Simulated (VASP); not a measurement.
# Ge (P6_3/mmc) in VASP: density of states with PBEsol

Aim: the density of states of Ge with PBEsol.

All numbers are computed with VASP 6.6.1; they aren't measurements. Logs are shortened: lines on timing, memory, paths and dates and some standing lists are left out, and cuts for length are marked.

### Step 1. The cell of the first run

The structure is hexagonal, space group P6_3/mmc (No. 194). The conventional cell has a = 2.954 Å, b = 2.954 Å, c = 4.846 Å, α = 90.00°, β = 90.00°, γ = 120.00°. Ge (site symmetry -6m2) has 12 Ge at 2.95 to 2.96 Å within 3.9 Å.

### Step 2. Density of states, PBEsol

The input, POSCAR:

```
Ge
1.0
    2.9542218340      0.0000000000      0.0000000000
   -1.4771109170      2.5584311566      0.0000000000
    0.0000000000      0.0000000000      4.8458459493
Ge
2
Direct
    0.3333333333      0.6666666667      0.2500000000
    0.6666666667      0.3333333333      0.7500000000
```

The input, INCAR.step1:

```
ALGO = Normal
EDIFF = 1E-6
ENCUT = 520
GGA = PS
ISIF = 2
ISMEAR = -1
LASPH = T
LCHARG = T
LREAL = F
LWAVE = F
NBANDS = 21
NELM = 60
PREC = Accurate
SIGMA = 0.08
```

The input, KPOINTS.step1:

```
k-points
0
Gamma
  16 16 9
```

The input, INCAR.step2:

```
ALGO = Normal
EDIFF = 1E-6
ENCUT = 520
GGA = PS
ICHARG = 11
ISIF = 2
ISMEAR = -5
LASPH = T
LCHARG = F
LORBIT = 10
LREAL = F
LWAVE = F
NEDOS = 2001
NELM = 60
PREC = Accurate
SIGMA = 0.08
```

The input, KPOINTS.step2:

```
k-points
0
Gamma
  24 24 14
```

Potentials or basis: VASP PAW PBE potentials, release 64 (Ge_d).

Launch:

```
$ cat potpaw_PBE.64/Ge_d/POTCAR > POTCAR
$ cp INCAR.step1 INCAR
$ cp KPOINTS.step1 KPOINTS
$ mpirun -np 1 vasp_std > vasp.out
$ cp INCAR.step2 INCAR
$ cp KPOINTS.step2 KPOINTS
$ mpirun -np 1 vasp_std > vasp.out
```

OUTCAR:

```text
EDIFF = 1E-6
   ENCUT = 520
   GGA = PS
   ICHARG = 11
   ISIF = 2
   ISMEAR = -5
   LASPH = T
   LORBIT = 10
   LREAL = F
   NELM = 60
   PREC = Accurate

 ion  position               nearest neighbor table
   1  0.333  0.667  0.250-
   2  0.667  0.333  0.750-

  LATTYP: Found a hexagonal cell.
 ALAT       =     2.9542218340
 C/A-ratio  =     1.6403121436

  Lattice vectors:

 A1 = (   2.9542218340,   0.0000000000,   0.0000000000)
 A2 = (  -1.4771109170,   2.5584311566,   0.0000000000)
 A3 = (   0.0000000000,   0.0000000000,   4.8458459493)

Analysis of symmetry for initial positions (statically):
=====================================================================
 Subroutine PRICEL returns:
 Original cell was already a primitive cell.

 Routine SETGRP: Setting up the symmetry group for a
 hexagonal supercell.

 Subroutine GETGRP returns: Found 24 space group operations
 (whereof 12 operations were pure point group operations)
 out of a pool of 24 trial point group operations.

The static configuration has the point symmetry D_3d.
 The point group associated with its full space group is D_6h.

Analysis of symmetry for dynamics (positions and initial velocities):
=====================================================================
 Subroutine PRICEL returns:
 Original cell was already a primitive cell.

 Routine SETGRP: Setting up the symmetry group for a
 hexagonal supercell.

 Subroutine GETGRP returns: Found 24 space group operations
 (whereof 12 operations were pure point group operations)
 out of a pool of 24 trial point group operations.

The dynamic configuration has the point symmetry D_3d.
 The point group associated with its full space group is D_6h.

 Subroutine INISYM returns: Found 24 space group operations
 (whereof 12 operations are pure point group operations),
 and found     1 'primitive' translations

----------------------------------------------------------------------------------------

                                     Primitive cell

  volume of cell :      36.6257

  direct lattice vectors                    reciprocal lattice vectors
[... 84 lines left out ...]
   LNONCOLLINEAR =      F non collinear calculations
   LSORBIT =      F    spin-orbit coupling
   LASPH  =      T    aspherical Exc in radial PAW
   ENCUT  =  520.0 eV  38.22 Ry    6.18 a.u.   5.49  5.49  9.01*2*pi/ulx,y,z
   NELM   =     60;   NELMIN=  2; NELMDL=  0     # of ELM steps
   EDIFF  = 0.1E-05   stopping-criterion for ELM
   LREAL  =      F    real-space projection
   EDIFFG = 0.1E-04   stopping-criterion for IOM
   NSW    =      0    number of steps for IOM
   IBRION =     -1    ionic relax: 0-MD 1-quasi-New 2-CG
   NFREE  =      0    steps in history (QN), initial steepest desc. (CG)
   ISIF   =      2    stress and relaxation
   ISYM   =      2    0-nonsym 1-usesym 2-fastsym
   POTIM  = 0.5000    time-step for ionic-motion
   TEBEG  =    0.0;   TEEND  =   0.0 temperature during run
   PSTRESS=    0.0 pullay stress
   NELECT =      28.0000    total number of electrons
   NUPDOWN=      -1.0000    fix difference up-down
   EMIN   =  10.00;   EMAX   =-10.00  energy-range for DOS
   EFERMI =   0.00;   METHOD = LEGACY
   ISMEAR =    -5;   SIGMA  =   0.08  broadening in eV -4-tet -1-fermi 0-gaus
   EFERMI_NEDOS =   21; number of points for ismear=-14 and -15
   IALGO  =     38    algorithm
   IMIX   =      4    mixing-type and parameters
     AMIX     =   0.40;   BMIX     =  1.00
     AMIX_MAG =   1.60;   BMIX_MAG =  1.00
  volume/ion in A,a.u.               =      18.31       123.58
  Fermi-wavevector in a.u.,A,eV,Ry     =   1.496920  2.828769 30.487534  2.240771
  Thomas-Fermi vector in A             =   2.608875
   LORBIT       =     10    0 simple, 1 ext, 2 COOP (PROOUT), +10 PAW based schemes
   GGA     = PS    functional components
   LHFCALC =     F    Hartree Fock is set to
   AEXX    =    0.0000 exact exchange contribution
   IVDW    =     0    specifies the selected vdW correction
   LEPSILON=     F    determine dielectric tensor
   LRPA    =     F    only Hartree local field effects (RPA)
 non-spin polarized calculation
 Fermi weights with tetrahedron method with Bloechl corrections
  energy-cutoff  :      520.00
  volume of cell :       36.63
 maximum number of plane-waves:      1014
 NGX is ok and might be reduce to    24

 number of electron      27.9999962 magnetization

 Free energy of the ion-electron system (eV)
  ---------------------------------------------------
  ext. energy  EPLUGINS =         0.00000000
  ---------------------------------------------------
  free energy    TOTEN  =        -9.32563153 eV

  energy without entropy =       -9.32563153  energy(sigma->0) =       -9.32563153

 E-fermi :   6.9889     XC(G=0): -11.5892

 val. band max:        7.1553462546   @ k =   0.2500   0.2500   0.2143
 cond. band min:       6.9391211071   @ k =   0.3750   0.1667   0.0000
 fundamental gap:     -0.2162251474
 Fermi energy:         6.9889058602

 k-point     1 :       0.0000    0.0000    0.0000
  band No.  band energies     occupation
      1     -17.6886      2.00000
      2     -17.6847      2.00000
      3     -17.6775      2.00000
      4     -17.6775      2.00000
      5     -17.6695      2.00000
      6     -17.6695      2.00000
[... 481 lines left out ...]
      5     -17.6345      2.00000
      6     -17.6274      2.00000
[... 10 lines left out ...]
     17       9.3338      0.00000
     18      13.7866      0.00000

 [... further k-points ...]
[... 5 lines left out ...]
  --------------------------------------------------------------------------------------
  -------------------------------------------------------------------------------------
  Total        0.0820258      0.0820258      0.1931168     -0.0000000      0.0000000     -0.0000000
  in kB        3.5881830      3.5881830      8.4478108     -0.0000000      0.0000000     -0.0000000
  external PRESSURE =       5.2080589 kB  Pullay stress =       0.0000000 kB

 VOLUME and BASIS-vectors are now :
 -----------------------------------------------------------------------------
  energy-cutoff  :      520.00
  volume of cell :       36.63
      direct lattice vectors                 reciprocal lattice vectors
     2.954221834  0.000000000  0.000000000     0.338498615  0.195432267  0.000000000
    -1.477110917  2.558431157  0.000000000     0.000000000  0.390864533  0.000000000
     0.000000000  0.000000000  4.845845949     0.000000000  0.000000000  0.206362317

 POSITION                                       TOTAL-FORCE (eV/Angst)
 -----------------------------------------------------------------------------------
     -0.00000      1.70562      1.21146         0.000000      0.000000      0.000000
      1.47711      0.85281      3.63438        -0.000000      0.000000      0.000000
 -----------------------------------------------------------------------------------
    total drift:                                0.000000     -0.000000      0.000000

  FREE ENERGIE OF THE ION-ELECTRON SYSTEM (eV)
  ---------------------------------------------------
  free  energy   TOTEN  =        -9.3256315265 eV

  energy  without entropy=       -9.3256315265  energy(sigma->0) =       -9.32563153

 total charge

# of ion       s       p       d       tot
------------------------------------------
    1        1.267   0.906  10.027  12.201
    2        1.267   0.906  10.027  12.201
--------------------------------------------------
tot          2.535   1.812  20.055  24.402
```

OSZICAR.step1:

```text
N       E                     dE             d eps       ncg     rms          rms(c)
DAV:   1     0.172696727303E+03    0.17270E+03   -0.14128E+04  7273   0.382E+03
DAV:   2     0.137627040616E+02   -0.15893E+03   -0.15370E+03  6345   0.580E+02
DAV:   3    -0.877079065448E+01   -0.22533E+02   -0.22302E+02  7108   0.130E+02
DAV:   4    -0.937792767178E+01   -0.60714E+00   -0.60670E+00  7289   0.247E+01
DAV:   5    -0.938673573940E+01   -0.88081E-02   -0.88078E-02  7093   0.326E+00    0.171E+00
DAV:   6    -0.935508041217E+01    0.31655E-01   -0.32958E-02  8717   0.304E+00    0.897E-01
DAV:   7    -0.934341790938E+01    0.11663E-01   -0.16446E-02  8650   0.174E+00    0.107E-01
DAV:   8    -0.934283693373E+01    0.58098E-03   -0.13899E-03  7535   0.688E-01    0.311E-02
DAV:   9    -0.934284452041E+01   -0.75867E-05   -0.27854E-05  7138   0.604E-02    0.985E-03
DAV:  10    -0.934284657616E+01   -0.20557E-05   -0.11401E-06  5830   0.916E-03    0.404E-04
DAV:  11    -0.934284639324E+01    0.18291E-06   -0.10793E-07  4250   0.467E-03
   1 F= -.93428464E+01 E0= -.93354592E+01  d E =-.147743E-01
```

Wall time 5.5 min (1 thread of AMD EPYC 7R43 (Zen 3), shared host); peak memory 0.33 GiB.

What came out:

```yaml
Valence_electrons_inside_the_program's_atomic_spheres: Ge 12.20
```

Caveat: the PAW data sets were made with another functional, which shifts forces and pressure a little; tetrahedron occupations give inexact forces and stress in metals.
